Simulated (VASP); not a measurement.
# MgO (P4/mmm) in VASP: further runs

MgO is run at these levels: PBE; tasks: single point.

Everything below comes from runs of VASP 6.6.1. Logs are shortened: lines on timing, memory, paths and dates and some standing lists are left out, and cuts for length are marked.

### 1 The cell of the first run

The structure is tetragonal, space group P4/mmm (No. 123). The conventional cell has a = 3.642 Å, b = 3.642 Å, c = 2.414 Å, α = 90.00°, β = 90.00°, γ = 90.00°. Within 3.2 Å of Mg (site symmetry 4/mmm) lie 2 Mg at 2.41 Å and 4 O at 2.58 Å. Within 3.2 Å of O (site symmetry 4/mmm) lie 2 O at 2.41 Å and 4 Mg at 2.58 Å.

### 2 Single point, PBE

INCAR

```
PREC     = Accurate       # precision mode
ENCUT    = 520            # plane-wave cutoff, eV
EDIFF    = 1E-7           # SCF threshold, eV
ISMEAR   = 0              # smearing method
SIGMA    = 0.1            # smearing width, eV
LREAL    = F              # projectors in reciprocal space
LASPH    = T              # aspherical terms in the spheres
NELM     = 60             # most SCF steps
ALGO     = Normal         # electronic algorithm
ISIF     = 2              # what is computed and relaxed
LWAVE    = F              # write WAVECAR
LCHARG   = F              # write CHGCAR
GGA      = PE             # functional
NBANDS   = 11             # bands
```

KPOINTS

```
regular mesh
0
Gamma
  6 6 8
```

POSCAR

```
MgO
1.0
    3.6416115100      0.0000000000      0.0000000000
    0.0000000000      3.6416115100      0.0000000000
    0.0000000000      0.0000000000      2.4136713000
Mg O
1 1
Direct
    0.5000000000      0.5000000000      0.0000000000
    0.0000000000      0.0000000000      0.0000000000
```

Potentials or basis: VASP PAW PBE potentials, release 64 (Mg, O).

Command:

```bash
> cat potpaw_PBE.64/Mg/POTCAR potpaw_PBE.64/O/POTCAR > POTCAR
> mpirun -np 1 vasp_std > vasp.out
```

OUTCAR:

```text
PREC = Accurate
   ENCUT = 520
   EDIFF = 1E-7
   ISMEAR = 0
   LREAL = F
   LASPH = T
   NELM = 60
   ISIF = 2
   GGA = PE

 ion  position               nearest neighbor table
   1  0.500  0.500  0.000-   2 2.58   2 2.58   2 2.58   2 2.58
   2  0.000  0.000  0.000-   1 2.58   1 2.58   1 2.58   1 2.58

  LATTYP: Found a simple tetragonal cell.
 ALAT       =     3.6416115100
 C/A-ratio  =     0.6628030731

  Lattice vectors:

 A1 = (   3.6416115100,   0.0000000000,   0.0000000000)
 A2 = (   0.0000000000,   3.6416115100,   0.0000000000)
 A3 = (   0.0000000000,   0.0000000000,   2.4136713000)

Analysis of symmetry for initial positions (statically):
=====================================================================
 Subroutine PRICEL returns:
 Original cell was already a primitive cell.

 Routine SETGRP: Setting up the symmetry group for a
 simple tetragonal supercell.

 Subroutine GETGRP returns: Found 16 space group operations
 (whereof 16 operations were pure point group operations)
 out of a pool of 16 trial point group operations.

The static configuration has the point symmetry D_4h.

Analysis of symmetry for dynamics (positions and initial velocities):
=====================================================================
 Subroutine PRICEL returns:
 Original cell was already a primitive cell.

 Routine SETGRP: Setting up the symmetry group for a
 simple tetragonal supercell.

 Subroutine GETGRP returns: Found 16 space group operations
 (whereof 16 operations were pure point group operations)
 out of a pool of 16 trial point group operations.

The dynamic configuration has the point symmetry D_4h.

 Subroutine INISYM returns: Found 16 space group operations
 (whereof 16 operations are pure point group operations),
 and found     1 'primitive' translations

----------------------------------------------------------------------------------------

                                     Primitive cell

  volume of cell :      32.0085

  direct lattice vectors                    reciprocal lattice vectors
     3.641611510  0.000000000  0.000000000     0.274603701  0.000000000  0.000000000
     0.000000000  3.641611510  0.000000000     0.000000000  0.274603701  0.000000000
     0.000000000  0.000000000  2.413671300     0.000000000  0.000000000  0.414306621
[... 89 lines left out ...]
   NFREE  =      0    steps in history (QN), initial steepest desc. (CG)
   ISIF   =      2    stress and relaxation
   ISYM   =      2    0-nonsym 1-usesym 2-fastsym
   POTIM  = 0.5000    time-step for ionic-motion
   TEBEG  =    0.0;   TEEND  =   0.0 temperature during run
   PSTRESS=    0.0 pullay stress
   NELECT =       8.0000    total number of electrons
   NUPDOWN=      -1.0000    fix difference up-down
   EMIN   =  10.00;   EMAX   =-10.00  energy-range for DOS
   EFERMI =   0.00;   METHOD = LEGACY
   ISMEAR =     0;   SIGMA  =   0.10  broadening in eV -4-tet -1-fermi 0-gaus
   EFERMI_NEDOS =   21; number of points for ismear=-14 and -15
   IALGO  =     38    algorithm
   IMIX   =      4    mixing-type and parameters
     AMIX     =   0.40;   BMIX     =  1.00
     AMIX_MAG =   1.60;   BMIX_MAG =  1.00
  volume/ion in A,a.u.               =      16.00       108.00
  Fermi-wavevector in a.u.,A,eV,Ry     =   1.031216  1.948716 14.468527  1.063407
  Thomas-Fermi vector in A             =   2.165353
   LORBIT       =      0    0 simple, 1 ext, 2 COOP (PROOUT), +10 PAW based schemes
   GGA     = PE    functional components
   LHFCALC =     F    Hartree Fock is set to
   AEXX    =    0.0000 exact exchange contribution
   IVDW    =     0    specifies the selected vdW correction
   LEPSILON=     F    determine dielectric tensor
   LRPA    =     F    only Hartree local field effects (RPA)
 non-spin polarized calculation
 Gauss-broadening in eV      SIGMA  =   0.10
  energy-cutoff  :      520.00
  volume of cell :       32.01
 maximum number of plane-waves:       892
 NGX is ok and might be reduce to    28
   NGX = 13   NGY = 13   NGZ =  9

 number of electron       8.0000000 magnetization

 Free energy of the ion-electron system (eV)
  ---------------------------------------------------
  ext. energy  EPLUGINS =         0.00000000
  ---------------------------------------------------
  free energy    TOTEN  =        -6.69687036 eV

  energy without entropy =       -6.69219141  energy(sigma->0) =       -6.69453088

 E-fermi :   1.9727     XC(G=0):  -8.9754

 val. band max:        1.9265241018   @ k =   0.5000   0.5000   0.1250
 cond. band min:       2.0296495535   @ k =   0.1667   0.0000   0.2500
 fundamental gap:      0.1031254517
 Fermi energy:         1.9727369418

 k-point     1 :       0.0000    0.0000    0.0000
  band No.  band energies     occupation
      1     -15.4058      2.00000
      2      -1.1316      2.00000
      3      -0.7525      2.00000
      4      -0.7525      2.00000
      5       2.5666      0.00000
      6       7.7606      0.00000
      7      10.0143      0.00000
      8      10.0143      0.00000
      9      13.0421      0.00000
     10      15.8447      0.00000
     11      20.0679      0.00000
[... 309 lines left out ...]
 k-point    24 :       0.5000    0.0000    0.2500
  band No.  band energies     occupation
      1     -14.7087      2.00000
      2      -2.2911      2.00000
      3      -0.0467      2.00000
      4       0.1769      2.00000
      5       3.4201      0.00000
      6       5.5837      0.00000
      7       9.8324      0.00000
      8      12.6108      0.00000
      9      14.5779      0.00000
     10      16.2898      0.00000
     11      17.1925      0.00000

 [... further k-points ...]

------------------------ aborting loop because EDIFF is reached ----------------------------------------

  FORCE on cell =-STRESS in cart. coord.  units (eV):
  Direction    XX          YY          ZZ          XY          YZ          ZX
  --------------------------------------------------------------------------------------
  -------------------------------------------------------------------------------------
  Total       -6.6049836     -6.6049836      7.0786607      0.0000000      0.0000000      0.0000000
  in kB     -330.6107516   -330.6107516    354.3205390      0.0000000      0.0000000      0.0000000
  external PRESSURE =    -102.3003214 kB  Pullay stress =       0.0000000 kB

 VOLUME and BASIS-vectors are now :
 -----------------------------------------------------------------------------
  energy-cutoff  :      520.00
  volume of cell :       32.01
      direct lattice vectors                 reciprocal lattice vectors
     3.641611510  0.000000000  0.000000000     0.274603701  0.000000000  0.000000000
     0.000000000  3.641611510  0.000000000     0.000000000  0.274603701  0.000000000
     0.000000000  0.000000000  2.413671300     0.000000000  0.000000000  0.414306621

 POSITION                                       TOTAL-FORCE (eV/Angst)
 -----------------------------------------------------------------------------------
      1.82081      1.82081      0.00000         0.000000      0.000000      0.000000
      0.00000      0.00000      0.00000         0.000000      0.000000      0.000000
 -----------------------------------------------------------------------------------
    total drift:                               -0.000000     -0.000000     -0.000000

  FREE ENERGIE OF THE ION-ELECTRON SYSTEM (eV)
  ---------------------------------------------------
  free  energy   TOTEN  =        -6.6968703573 eV

  energy  without entropy=       -6.6921914086  energy(sigma->0) =       -6.69453088
```

OSZICAR:

```text
N       E                     dE             d eps       ncg     rms          rms(c)
DAV:   1     0.141845093446E+02    0.14185E+02   -0.32346E+03  1100   0.595E+02
DAV:   2    -0.790792960297E+01   -0.22092E+02   -0.20596E+02  1361   0.976E+01
DAV:   3    -0.903386797097E+01   -0.11259E+01   -0.11125E+01  1338   0.206E+01
DAV:   4    -0.903646484021E+01   -0.25969E-02   -0.25967E-02  1181   0.120E+00
DAV:   5    -0.903647459889E+01   -0.97587E-05   -0.97586E-05  1295   0.755E-02    0.880E+00
DAV:   6    -0.785343980287E+01    0.11830E+01   -0.40819E+01  1154   0.209E+01    0.859E+00
DAV:   7    -0.674724807464E+01    0.11062E+01   -0.63606E+00  1172   0.100E+01    0.140E+00
DAV:   8    -0.671690783025E+01    0.30340E-01   -0.54887E-01  1154   0.465E+00    0.771E-01
DAV:   9    -0.669869169619E+01    0.18216E-01   -0.39635E-02  1166   0.711E-01    0.332E-01
DAV:  10    -0.669689445324E+01    0.17972E-02   -0.59287E-03  1211   0.593E-01    0.124E-01
DAV:  11    -0.669688242072E+01    0.12033E-04   -0.14384E-03  1244   0.140E-01    0.318E-02
DAV:  12    -0.669687447097E+01    0.79498E-05   -0.37075E-05  1205   0.420E-02    0.193E-02
DAV:  13    -0.669687070568E+01    0.37653E-05   -0.43014E-05  1301   0.210E-02    0.569E-03
DAV:  14    -0.669687044306E+01    0.26262E-06   -0.93127E-07  1172   0.508E-03    0.218E-03
DAV:  15    -0.669687035731E+01    0.85753E-07   -0.22454E-07   679   0.163E-03
   1 F= -.66968704E+01 E0= -.66945309E+01  d E =-.467895E-02
```

stdout:

```text
POSCAR found type information on POSCAR MgO
 POSCAR found :  2 types and       2 ions
 scaLAPACK will be used
 LDA part: xc-table for (Slater+PW92), standard interpolation
 POSCAR, INCAR and KPOINTS ok, starting setup
 FFT: planning ... GRIDC
 FFT: planning ... GRID_SOFT
 FFT: planning ... GRID
 WAVECAR not read
 entering main loop
```

It took 9 s on 1 thread of Intel Xeon Platinum 8488C (Sapphire Rapids), shared host; peak memory 0.15 GiB.

Results:

- Free energy: -6.6969 eV
- Pressure: -10.2 GPa
- Band gap on the k mesh: zero (band 4 reaches 2.59 eV, above the bottom of band 5 at 1.61 eV)

Stress tensor (GPa, compression positive):
```
-33.06   0.00   0.00
  0.00 -33.06   0.00
  0.00   0.00  35.43
```

Levels at points of the mesh, in eV from the Fermi level:
```
           k point  band 1  band 2  band 3  band 4  band 5  band 6  band 7  band 8
(0.00, 0.00, 0.00)  -17.38   -3.10   -2.73   -2.73    0.59    5.79    8.04    8.04
(0.50, 0.00, 0.00)  -17.23   -5.44   -2.51    0.62    1.06    1.92    6.58   10.06
(0.50, 0.50, 0.00)  -17.13   -4.17   -4.17   -1.38    0.64    5.28    5.28   10.88
(0.00, 0.00, 0.50)  -16.11   -4.22   -1.53   -1.53    2.21    4.59    9.82    9.82
(0.50, 0.00, 0.50)  -16.03   -3.75   -2.51   -1.47    1.55    7.46    7.88    8.05
(0.50, 0.50, 0.50)  -15.97   -3.48   -2.22   -2.22    2.87    5.90    5.90    7.56
```

### 3 Single point, PBE

This run uses another cell than the first one, of 17.79 Å³/atom, 1.112 times its volume.

INCAR

```
SYSTEM = MgO
PREC = Accurate
ENCUT = 520
EDIFF = 1E-6
ISMEAR = 0
SIGMA = 0.1
LREAL = .FALSE.
LASPH = .TRUE.
NELM = 60
ALGO = Normal
ISIF = 2
LWAVE = .FALSE.
LCHARG = .TRUE.
GGA = PE
LELF = .TRUE.
LVHAR = .TRUE.
NBANDS = 11
```

KPOINTS

```
regular mesh
0
G
  6 6 8
  0 0 0
```

POSCAR

```
MgO
1.0
    2.8290008836      0.0000000000      0.0000000000
    0.0000000000      2.8290008836      0.0000000000
    0.0000000000      0.0000000000      4.4457986153
Mg O
1 1
Direct
    0.5000000000      0.5000000000      0.0000000000
    0.0000000000      0.0000000000      0.0000000000
```

Potentials or basis: VASP PAW PBE potentials, release 64 (Mg, O).

Command:

```bash
> cat potpaw_PBE.64/Mg/POTCAR potpaw_PBE.64/O/POTCAR > POTCAR
> mpirun -np 1 vasp_std > vasp.out
```

It took 13 s on 1 thread of Intel Xeon Platinum 8488C (Sapphire Rapids), shared host; peak memory 0.16 GiB.

The run converged. Its results:

| Quantity | Value |
| --- | --- |
| Free energy | -11.0956 eV |
| Pressure | -0.2 GPa |
| Band gap on the k mesh | 2.07 eV, indirect (least direct gap 2.37 eV) |

Stress tensor (GPa, compression positive):
```
-0.43  0.00  0.00
 0.00 -0.43  0.00
 0.00  0.00  0.23
```

Levels at points of the mesh, in eV from the valence-band top:
```tsv
k point	band 1	band 2	band 3	band 4	band 5	band 6	band 7	band 8	band 9
(0.00, 0.00, 0.00)	-16.35	-1.62	-0.29	-0.29	2.07	9.73	10.86	12.15	19.80
(0.50, 0.00, 0.00)	-15.62	-3.84	-0.74	-0.28	6.79	7.27	8.78	13.91	14.61
(0.50, 0.50, 0.00)	-15.23	-2.81	-2.81	0.00	7.89	11.83	11.83	12.40	12.40
(0.00, 0.00, 0.50)	-16.33	-2.34	-0.29	-0.29	5.05	5.43	12.37	16.29	16.77
(0.50, 0.00, 0.50)	-15.61	-3.75	-1.03	-0.28	5.48	9.37	10.27	10.38	18.79
(0.50, 0.50, 0.50)	-15.22	-2.78	-2.78	-0.13	9.50	9.80	9.80	9.91	14.49
```

### 4 Single point, PBE

This run uses another cell than the first one, of 20.34 Å³/atom, 1.271 times its volume.

INCAR

```
  PREC = Accurate
  ENCUT = 520
  EDIFF = 1E-6
  ISMEAR = 0
  SIGMA = 0.02
  LREAL = F
  LASPH = T
  NELM = 100
  ALGO = Normal
  ISIF = 2
  LWAVE = F
  LCHARG = T
  GGA = PE
  LELF = T
  LVHAR = T
  NBANDS = 11
```

KPOINTS

```
regular mesh
0
Gamma
  10 10 6
```

POSCAR

```
MgO
1.0
    2.8290154554      0.0000000000      0.0000000000
    0.0000000000      2.8290154554      0.0000000000
    0.0000000000      0.0000000000      5.0817913739
Mg O
1 1
Direct
    0.5000000000      0.5000000000      0.0000000000
    0.0000000000      0.0000000000      0.0000000000
```

Command:

```bash
> cat potpaw_PBE.64/Mg/POTCAR potpaw_PBE.64/O/POTCAR > POTCAR
> mpirun -np 1 vasp_std > vasp.out
```

It took 19 s on 1 thread of Intel Xeon Platinum 8488C (Sapphire Rapids), shared host; peak memory 0.18 GiB.

It converged, with:

```yaml
Free_energy: -11.1014 eV
Pressure: -0.2 GPa
Band_gap_on_the_k_mesh: 2.27 eV, indirect (least direct gap 2.51 eV)
```

Stress tensor (GPa, compression positive):
```
-0.28  0.00  0.00
 0.00 -0.28  0.00
 0.00  0.00 -0.06
```

Levels at points of the mesh, in eV from the valence-band top:
| k point | band 2 | band 3 | band 4 | band 5 | band 6 | band 7 |
| --- | --- | --- | --- | --- | --- | --- |
| (0.00, 0.00, 0.00) | -1.77 | -0.24 | -0.24 | 2.27 | 8.37 | 9.63 |
| (0.50, 0.00, 0.00) | -3.76 | -0.78 | -0.23 | 7.00 | 7.35 | 7.86 |
| (0.50, 0.50, 0.00) | -2.75 | -2.75 | 0.00 | 8.28 | 11.70 | 11.70 |
| (0.00, 0.00, 0.50) | -2.11 | -0.24 | -0.24 | 4.60 | 4.68 | 12.35 |
| (0.50, 0.00, 0.50) | -3.73 | -0.89 | -0.23 | 5.84 | 8.99 | 9.37 |
| (0.50, 0.50, 0.50) | -2.74 | -2.74 | -0.04 | 9.12 | 10.14 | 10.14 |

### 5 The runs side by side

```csv
cell,k mesh,smearing,gap on the mesh (eV),pressure (GPa)
"a = 3.642, b = 3.642, c = 2.414 Å, 2 atoms",6 × 6 × 8,gaussian 0.1 eV,none,-10.2
"a = 2.829, b = 2.829, c = 4.446 Å, 2 atoms",6 × 6 × 8,gaussian 0.1 eV,2.07,-0.2
"a = 2.829, b = 2.829, c = 5.082 Å, 2 atoms",10 × 10 × 6,gaussian 0.02 eV,2.27,-0.2
```

Alike in all rows: task single point; level PBE; potentials or basis VASP PAW PBE potentials, release 64 (Mg, O); no spin polarisation; cutoff (eV) 520.

Absolute energies hang on the potentials; compare differences alone.
